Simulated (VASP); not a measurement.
# TaC in VASP: a series of runs, part 2 of 2

VASP 6.6.1. Earlier steps stand in the parts before.

**3. Single point, PBE**

INCAR

```
PREC     = Accurate       # precision mode
ENCUT    = 520            # plane-wave cutoff, eV
EDIFF    = 1E-6           # SCF threshold, eV
ISMEAR   = 0              # smearing method
SIGMA    = 0.1            # smearing width, eV
LREAL    = F              # projectors in reciprocal space
LASPH    = T              # aspherical terms in the spheres
NELM     = 60             # most SCF steps
ALGO     = Normal         # electronic algorithm
ISIF     = 2              # what is computed and relaxed
LWAVE    = F              # write WAVECAR
LCHARG   = T              # write CHGCAR
LDIPOL   = T            
IDIPOL   = 3            
DIPOL    = 0.5 0.5 0.500
GGA      = PE             # functional
LELF     = T              # ELF
LVHAR    = T            
LVACPOTAV= T            
NBANDS   = 48             # bands
```

KPOINTS

```
regular mesh
0
Gamma
  11 11 1
```

POSCAR

```
TaC
1.0
    3.1644852942      0.0000000000      0.0000000000
    0.0000000000      3.1644852942      0.0000000000
    0.0000000000      0.0000000000     23.9505160421
Ta C
5 5
Direct
    0.5000000000      0.5000000000      0.3131456536
    0.0000000000      0.0000000000      0.4065728268
    0.5000000000      0.5000000000      0.5000000000
    0.0000000000      0.0000000000      0.5934271732
    0.5000000000      0.5000000000      0.6868543464
    0.0000000000      0.0000000000      0.3131456536
    0.5000000000      0.5000000000      0.4065728268
    0.0000000000      0.0000000000      0.5000000000
    0.5000000000      0.5000000000      0.5934271732
    0.0000000000      0.0000000000      0.6868543464
```

Potentials or basis: VASP PAW PBE potentials, release 64 (Ta_pv, C).

The run is started by

```sh
cat potpaw_PBE.64/Ta_pv/POTCAR potpaw_PBE.64/C/POTCAR > POTCAR
mpirun -np 1 vasp_std > vasp.out
```

OUTCAR:

```text
PREC = Accurate
   ENCUT = 520
   EDIFF = 1E-6
   ISMEAR = 0
   LREAL = F
   LASPH = T
   NELM = 60
   ISIF = 2
   GGA = PE

 ion  position               nearest neighbor table
   1  0.500  0.500  0.313-   6 2.24   6 2.24   6 2.24   6 2.24   7 2.24   2 3.16   2 3.16   2 3.16
                             2 3.16
   2  0.000  0.000  0.407-   7 2.24   7 2.24   7 2.24   7 2.24   8 2.24   6 2.24   3 3.16   3 3.16
                             1 3.16   3 3.16   1 3.16   1 3.16   3 3.16   1 3.16
   3  0.500  0.500  0.500-   8 2.24   8 2.24   8 2.24   8 2.24   9 2.24   7 2.24   4 3.16   4 3.16
                             2 3.16   4 3.16   2 3.16   2 3.16   4 3.16   2 3.16
   4  0.000  0.000  0.593-   9 2.24   9 2.24   9 2.24   9 2.24  10 2.24   8 2.24   5 3.16   5 3.16
                             3 3.16   5 3.16   3 3.16   3 3.16   5 3.16   3 3.16
   5  0.500  0.500  0.687-  10 2.24  10 2.24  10 2.24  10 2.24   9 2.24   4 3.16   4 3.16   4 3.16
                             4 3.16
   6  0.000  0.000  0.313-   1 2.24   1 2.24   1 2.24   1 2.24   2 2.24
   7  0.500  0.500  0.407-   2 2.24   2 2.24   2 2.24   2 2.24   3 2.24   1 2.24
   8  0.000  0.000  0.500-   3 2.24   3 2.24   3 2.24   3 2.24   4 2.24   2 2.24
   9  0.500  0.500  0.593-   4 2.24   4 2.24   4 2.24   4 2.24   5 2.24   3 2.24
  10  0.000  0.000  0.687-   5 2.24   5 2.24   5 2.24   5 2.24   4 2.24

  LATTYP: Found a simple tetragonal cell.
 ALAT       =     3.1644852942
 C/A-ratio  =     7.5685344742

  Lattice vectors:

 A1 = (   3.1644852942,   0.0000000000,   0.0000000000)
 A2 = (   0.0000000000,   3.1644852942,   0.0000000000)
 A3 = (   0.0000000000,   0.0000000000,  23.9505160421)

Analysis of symmetry for initial positions (statically):
=====================================================================
 Subroutine PRICEL returns:
 Original cell was already a primitive cell.

 Routine SETGRP: Setting up the symmetry group for a
 simple tetragonal supercell.

 Subroutine GETGRP returns: Found 16 space group operations
 (whereof 16 operations were pure point group operations)
 out of a pool of 16 trial point group operations.

The static configuration has the point symmetry D_4h.

Analysis of symmetry for dynamics (positions and initial velocities):
=====================================================================
 Subroutine PRICEL returns:
 Original cell was already a primitive cell.

 Routine SETGRP: Setting up the symmetry group for a
 simple tetragonal supercell.

 Subroutine GETGRP returns: Found 16 space group operations
 (whereof 16 operations were pure point group operations)
 out of a pool of 16 trial point group operations.

The dynamic configuration has the point symmetry D_4h.

 Subroutine INISYM returns: Found 16 space group operations
 (whereof 16 operations are pure point group operations),
 and found     1 'primitive' translations

----------------------------------------------------------------------------------------

                                     Primitive cell

  volume of cell :     239.8397

  direct lattice vectors                    reciprocal lattice vectors
     3.164485294  0.000000000  0.000000000     0.316007157  0.000000000  0.000000000
     0.000000000  3.164485294  0.000000000     0.000000000  0.316007157  0.000000000
     0.000000000  0.000000000 23.950516042     0.000000000  0.000000000  0.041752754

  length of vectors
     3.164485294  3.164485294 23.950516042     0.316007157  0.316007157  0.041752754

  position of ions in fractional coordinates (direct lattice)
     0.500000000  0.500000000  0.313145654
     0.000000000  0.000000000  0.406572827
[... 81 lines left out ...]
   ISTART =      0    job   : 0-new  1-cont  2-samecut
   ICHARG =      2    charge: 1-file 2-atom 10-const
   ISPIN  =      1    spin polarized calculation?
   LNONCOLLINEAR =      F non collinear calculations
   LSORBIT =      F    spin-orbit coupling
   LASPH  =      T    aspherical Exc in radial PAW
   ENCUT  =  520.0 eV  38.22 Ry    6.18 a.u.   5.88  5.88 44.53*2*pi/ulx,y,z
   NELM   =     60;   NELMIN=  2; NELMDL= -5     # of ELM steps
   EDIFF  = 0.1E-05   stopping-criterion for ELM
   LREAL  =      F    real-space projection
   EDIFFG = 0.1E-04   stopping-criterion for IOM
   NSW    =      0    number of steps for IOM
   IBRION =     -1    ionic relax: 0-MD 1-quasi-New 2-CG
   NFREE  =      0    steps in history (QN), initial steepest desc. (CG)
   ISIF   =      2    stress and relaxation
   ISYM   =      2    0-nonsym 1-usesym 2-fastsym
   POTIM  = 0.5000    time-step for ionic-motion
   TEBEG  =    0.0;   TEEND  =   0.0 temperature during run
   PSTRESS=    0.0 pullay stress
   NELECT =      75.0000    total number of electrons
   NUPDOWN=      -1.0000    fix difference up-down
   EMIN   =  10.00;   EMAX   =-10.00  energy-range for DOS
   EFERMI =   0.00;   METHOD = LEGACY
   ISMEAR =     0;   SIGMA  =   0.10  broadening in eV -4-tet -1-fermi 0-gaus
   EFERMI_NEDOS =   21; number of points for ismear=-14 and -15
   IALGO  =     38    algorithm
   IMIX   =      4    mixing-type and parameters
     AMIX     =   0.40;   BMIX     =  1.00
     AMIX_MAG =   1.60;   BMIX_MAG =  1.00
  volume/ion in A,a.u.               =      23.98       161.85
  Fermi-wavevector in a.u.,A,eV,Ry     =   1.111190  2.099844 16.799695  1.234743
  Thomas-Fermi vector in A             =   2.247750
   LORBIT       =      0    0 simple, 1 ext, 2 COOP (PROOUT), +10 PAW based schemes
   GGA     = PE    functional components
   LHFCALC =     F    Hartree Fock is set to
   AEXX    =    0.0000 exact exchange contribution
   IVDW    =     0    specifies the selected vdW correction
   LEPSILON=     F    determine dielectric tensor
   LRPA    =     F    only Hartree local field effects (RPA)
 non-spin polarized calculation
 Gauss-broadening in eV      SIGMA  =   0.10
  energy-cutoff  :      520.00
  volume of cell :      239.84
 maximum number of plane-waves:      6518
 NGX is ok and might be reduce to    24
   NGX = 11   NGY = 11   NGZ = 89

 dipolmoment           0.000000      0.000000      0.000000 electrons x Angstroem

 number of electron      74.9999988 magnetization

 dipolmoment           0.000000      0.000000     -0.000000 electrons x Angstroem

 Free energy of the ion-electron system (eV)
  ---------------------------------------------------
  ext. energy  EPLUGINS =         0.00000000
  ---------------------------------------------------
  free energy    TOTEN  =      -108.61607148 eV

  energy without entropy =     -108.60008558  energy(sigma->0) =     -108.60807853

 E-fermi :   2.1064     XC(G=0):  -6.9953

 val. band max:        2.0525052998   @ k =   0.2727   0.0000   0.0000
 cond. band min:       2.1381864008   @ k =   0.0909   0.0909   0.0000
 fundamental gap:      0.0856811010
 Fermi energy:         2.1063519631

 k-point     1 :       0.0000    0.0000    0.0000
  band No.  band energies     occupation
      1     -33.6118      2.00000
      2     -33.5187      2.00000
      3     -33.4289      2.00000
      4     -33.2509      2.00000
      5     -33.2509      2.00000
      6     -33.1854      2.00000
[... 1060 lines left out ...]
     47       5.7594      0.00000
     48       5.8276      0.00000

------------------------ aborting loop because EDIFF is reached ----------------------------------------

  FORCE on cell =-STRESS in cart. coord.  units (eV):
  Direction    XX          YY          ZZ          XY          YZ          ZX
  --------------------------------------------------------------------------------------
  -------------------------------------------------------------------------------------
  Total       -6.0345820     -6.0345820     -4.7785252      0.0000000      0.0000000      0.0000000
  in kB      -40.3122223    -40.3122223    -31.9215101      0.0000000      0.0000000      0.0000000
  external PRESSURE =     -37.5153182 kB  Pullay stress =       0.0000000 kB

 VOLUME and BASIS-vectors are now :
 -----------------------------------------------------------------------------
  energy-cutoff  :      520.00
  volume of cell :      239.84
      direct lattice vectors                 reciprocal lattice vectors
     3.164485294  0.000000000  0.000000000     0.316007157  0.000000000  0.000000000
     0.000000000  3.164485294  0.000000000     0.000000000  0.316007157  0.000000000
     0.000000000  0.000000000 23.950516042     0.000000000  0.000000000  0.041752754

 POSITION                                       TOTAL-FORCE (eV/Angst)
 -----------------------------------------------------------------------------------
      1.58224      1.58224      7.50000        -0.000000     -0.000000      2.542365
      0.00000      0.00000      9.73763         0.000000      0.000000     -0.174803
      1.58224      1.58224     11.97526        -0.000000      0.000000      0.000000
      0.00000      0.00000     14.21289        -0.000000      0.000000      0.174803
      1.58224      1.58224     16.45052        -0.000000     -0.000000     -2.542365
      0.00000      0.00000      7.50000        -0.000000      0.000000     -1.435483
      1.58224      1.58224      9.73763        -0.000000      0.000000     -0.982404
      0.00000      0.00000     11.97526        -0.000000      0.000000      0.000000
      1.58224      1.58224     14.21289        -0.000000      0.000000      0.982404
      0.00000      0.00000     16.45052         0.000000      0.000000      1.435483
 -----------------------------------------------------------------------------------
    total drift:                                0.000000     -0.000000     -0.000000

  FREE ENERGIE OF THE ION-ELECTRON SYSTEM (eV)
  ---------------------------------------------------
  free  energy   TOTEN  =      -108.6160714779 eV

  energy  without entropy=     -108.6000855768  energy(sigma->0) =     -108.60807853

 vacuum level on the upper side and lower side of the slab         5.447         5.447
```

Wall time 10 min (1 thread of Intel Xeon 8259CL, shared host); peak memory 0.43 GiB.

Results:

* Free energy: -108.6161 eV
* Largest force: 2.542 eV/Å
* Band gap on the k mesh: zero (an odd number of electrons rules out a gap without spin polarisation)

Forces in eV/Å, atoms in the order of the input:
```
Ta   0.000  0.000  2.542
Ta   0.000  0.000 -0.175
Ta   0.000  0.000  0.000
Ta   0.000  0.000  0.175
Ta   0.000  0.000 -2.542
C    0.000  0.000 -1.435
C    0.000  0.000 -0.982
C    0.000  0.000  0.000
C    0.000  0.000  0.982
C    0.000  0.000  1.435
```

Caveat: spin-orbit coupling is left out, which moves the levels of the heavy elements.

**4. Single point, PBE**

INCAR

```
SYSTEM = TaC
  ALGO = Normal
  DIPOL = 0.5 0.5 0.500
  EDIFF = 1E-7
  ENCUT = 520
  GGA = PE
  IDIPOL = 3
  ISIF = 2
  ISMEAR = 0
  LASPH = .TRUE.
  LCHARG = .TRUE.
  LDIPOL = .TRUE.
  LELF = .TRUE.
  LREAL = .FALSE.
  LVACPOTAV = .TRUE.
  LVHAR = .TRUE.
  LWAVE = .FALSE.
  NBANDS = 48
  NELM = 100
  PREC = Accurate
  SIGMA = 0.1
```

KPOINTS

```
k-points
0
G
  11 11 1
  0 0 0
```

POSCAR

```
TaC
1.0
    3.1644852942      0.0000000000      0.0000000000
    0.0000000000      3.1644852942      0.0000000000
    0.0000000000      0.0000000000     23.9505160421
Ta C
5 5
Direct
    0.5000000000      0.5000000000      0.3184108855
    0.0000000000      0.0000000000      0.4067224607
    0.5000000000      0.5000000000      0.4999999986
    0.0000000000      0.0000000000      0.5932775384
    0.5000000000      0.5000000000      0.6815891159
    0.0000000000      0.0000000000      0.3099089864
    0.5000000000      0.5000000000      0.4064959384
    0.0000000000      0.0000000000      0.5000000002
    0.5000000000      0.5000000000      0.5935040600
    0.0000000000      0.0000000000      0.6900910160
```

The run is started by

```sh
cat potpaw_PBE.64/Ta_pv/POTCAR potpaw_PBE.64/C/POTCAR > POTCAR
mpirun -np 1 vasp_std > vasp.out
```

It took 10 min on 1 thread of Intel Xeon 8259CL, shared host; peak memory 0.42 GiB.

It converged, with:

```yaml
Free_energy: -109.0919 eV
Largest_force: 0.022 eV/Å
Band_gap_on_the_k_mesh: zero (an odd number of electrons rules out a gap without spin polarisation)
```

Forces in eV/Å, atoms in the order of the input:
```
Ta   0.000  0.000 -0.022
Ta   0.000  0.000 -0.003
Ta   0.000  0.000  0.000
Ta   0.000  0.000  0.003
Ta   0.000  0.000  0.022
C    0.000  0.000 -0.013
C    0.000  0.000 -0.012
C    0.000  0.000  0.000
C    0.000  0.000  0.012
C    0.000  0.000  0.013
```

Levels at points of the mesh, in eV from the Fermi level:
| k point | band 34 | band 35 | band 36 | band 37 | band 38 | band 39 | band 40 | band 41 |
| --- | --- | --- | --- | --- | --- | --- | --- | --- |
| (0.00, 0.00, 0.00) | -1.94 | -1.82 | -1.30 | -1.27 | -1.27 | -0.48 | -0.48 | -0.22 |

Caveat: spin-orbit coupling is left out, which moves the levels of the heavy elements.

**5. Summary**

```tsv
cell	k mesh	gap on the mesh (eV)	largest force (eV/Å)
as given, atomic positions A	5 × 5 × 1	none	2.72
as given, atomic positions A	11 × 11 × 1	none	2.54
as given, atomic positions B	11 × 11 × 1	none	0.02
```

Alike in all rows: task single point; level PBE; potentials or basis VASP PAW PBE potentials, release 64 (Ta_pv, C); no spin polarisation; cutoff (eV) 520; smearing gaussian 0.1 eV.

Caveats: some runs use coarse meshes; spin-orbit coupling is left out, which moves the levels of the heavy elements.

Absolute energies hang on the potentials; compare differences alone.
